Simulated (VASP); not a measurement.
A run of VASP 6.6.1 is set up as follows.

File INCAR:

```
PREC = Accurate ; ENCUT = 520
EDIFF = 1E-6 ; ISMEAR = -1
SIGMA = 0.05 ; LREAL = False
LASPH = True ; NELM = 100
ALGO = Normal ; ISIF = 2
LWAVE = False ; LCHARG = False
GGA = PE ; NBANDS = 12
```

Contents of KPOINTS:

```
Automatic mesh
0
Gamma
  8 8 8
```

POSCAR

```
Sb
1.0
    2.1893655757      1.2640308045      3.8454313107
   -2.1893655757      1.2640308045      3.8454313107
    0.0000000000     -2.5280616090      3.8454313107
Sb
2
Direct
    0.7676637619      0.7676637619      0.7676637619
    0.2323362381      0.2323362381      0.2323362381
```

Potentials or basis: VASP PAW PBE potentials, release 64 (Sb).

Command:

```console
$ cat potpaw_PBE.64/Sb/POTCAR > POTCAR
$ mpirun -np 1 vasp_std > vasp.out
```

Q: Predict the largest force.

A: 0.034 eV/Å.

Q: What does it give for the band gap on the k mesh?

A: Zero (bands 5 and 6 overlap by 0.28 eV).

Q: Estimate the pressure.

A: 0.1 GPa.

Forces on the atoms (eV/Å):
```
Sb   0.000  0.000 -0.034
Sb   0.000  0.000  0.034
```

Caveat: spin-orbit coupling is left out, which moves the levels of the heavy elements.
